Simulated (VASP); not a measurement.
Set up this calculation in VASP 6.6.1, as the native input.

```
Task                   : single point
Functional             : PBE
Potentials or basis    : VASP PAW PBE potentials, release 64 (Ta_pv, Te, H)
Cutoff                 : 520 eV
k mesh                 : 6 × 6 × 2
Occupations            : gaussian, width 0.1 eV
Spin                   : no spin polarisation
Dipole correction      : no
Further INCAR settings : ALGO = Normal; EDIFF = 1e-06; NBANDS = 30
```

The structure of Ta3TeH2 lies in POSCAR:

```
Ta3TeH2
1.0
    3.5035124800      0.0000000000      0.0000000000
   -1.7517562400      3.0341308100      0.0000000000
    0.0000000000      0.0000000000      8.5351644500
Ta Te H
3 1 2
Direct
    0.6666666700      0.3333333300      0.7434741700
    0.0000000000      0.0000000000      0.0000000000
    0.3333333300      0.6666666700      0.2565258300
    0.0000000000      0.0000000000      0.5000000000
    0.3333333300      0.6666666700      0.8717370900
    0.6666666700      0.3333333300      0.1282629100
```

One way to write it, as run:

INCAR

```
  ALGO = Normal
  EDIFF = 1E-6
  ENCUT = 520
  GGA = PE
  ISIF = 2
  ISMEAR = 0
  LASPH = T
  LCHARG = F
  LREAL = F
  LWAVE = F
  NBANDS = 30
  NELM = 60
  PREC = Accurate
  SIGMA = 0.1
```

KPOINTS

```
k-points
0
Gamma
  6 6 2
```

Potentials or basis: VASP PAW PBE potentials, release 64 (Ta_pv, Te, H).

The run is started by

```console
$ cat potpaw_PBE.64/Ta_pv/POTCAR potpaw_PBE.64/Te/POTCAR potpaw_PBE.64/H/POTCAR > POTCAR
$ mpirun -np 1 vasp_std > vasp.out
```

Results of the run:

The pressure is -11.4 GPa and the largest force is 1.093 eV/Å.

Caveat: the k points lie up to 0.37 Å⁻¹ apart; forces of over 1 eV/Å act on the atoms, so gaps and moduli don't describe the material at rest.

Run time: 17 s on 1 thread of Intel(R) Xeon(R) 6975P-C (Granite Rapids), with other jobs on the host, peak memory 0.22 GiB.
